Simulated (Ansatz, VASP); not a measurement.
**One calculation of C, two programs**

INCAR

```
  ALGO = Normal
  EDIFF = 1E-6
  ENCUT = 520
  GGA = PE
  ISIF = 2
  ISMEAR = 0
  IVDW = 12
  LASPH = T
  LCHARG = F
  LREAL = F
  LWAVE = F
  NBANDS = 11
  NELM = 100
  PREC = Accurate
  SIGMA = 0.05
```

KPOINTS

```
k-points
0
Gamma
  15 15 15
```

File POSCAR:

```
C
1.0
    1.2119157437      0.6996998808      3.3052526588
   -1.2119157437      0.6996998808      3.3052526588
    0.0000000000     -1.3993997617      3.3052526588
C
2
Direct
    0.1628273003      0.1628273003      0.1628273003
    0.8371726997      0.8371726997      0.8371726997
```

Input for Ansatz:

```yaml
crystal:
  lattice:
    - [1.2119157437, 0.6996998808, 3.3052526588]
    - [-1.2119157437, 0.6996998808, 3.3052526588]
    - [0.0, -1.3993997617, 3.3052526588]
  atoms:
    - { symbol: C, position: [0.1628273003, 0.1628273003, 0.1628273003] }
    - { symbol: C, position: [0.8371726997, 0.8371726997, 0.8371726997] }
basis:
  ecutwfc: 520.0
kpoints:
  mp_grid: { grid: [15, 15, 15] }
hamiltonian:
  xc: pbe
  dispersion: d3bj
scf:
  occupations: { method: gaussian, width: 0.05 }
output:
  forces: true
  stress: true
  eigenvalues: true
```

Change from the starting cell: mode 4 frozen in at -0.038 Å, equal normal strain along x, y and z -0.0167.

Alike in both runs: task single point; functional PBE; dispersion D3(BJ); k mesh 15 × 15 × 15; occupations gaussian, width 0.05 eV; no spin polarisation.

```csv
,VASP,Ansatz
version,VASP 6.6.1,Ansatz 0.2.0
potentials or method,"VASP PAW PBE potentials, release 64 (C), cutoff 520 eV","scalar-relativistic, plane waves, PAW"
valence electrons in the cell,8,8
```

Ansatz gave:

- gap on the k mesh at the Fermi level (eV): 0.84
- least direct gap on the mesh (eV): 0.84
- pressure (GPa): 16.0
- traceless stress, the component that is largest in VASP (GPa): -16.51
- rms of the force components (eV/Å): 0.706

**Question.** Estimate VASP's values.

**Answer.** gap on the k mesh at the Fermi level (eV): 0.84; least direct gap on the mesh (eV): 0.84; pressure (GPa): 16.5; traceless stress, the component that is largest in VASP (GPa): -17.07; rms of the force components (eV/Å): 0.704.

Atom by atom the forces differ by 0.002 eV/Å (rms over components).
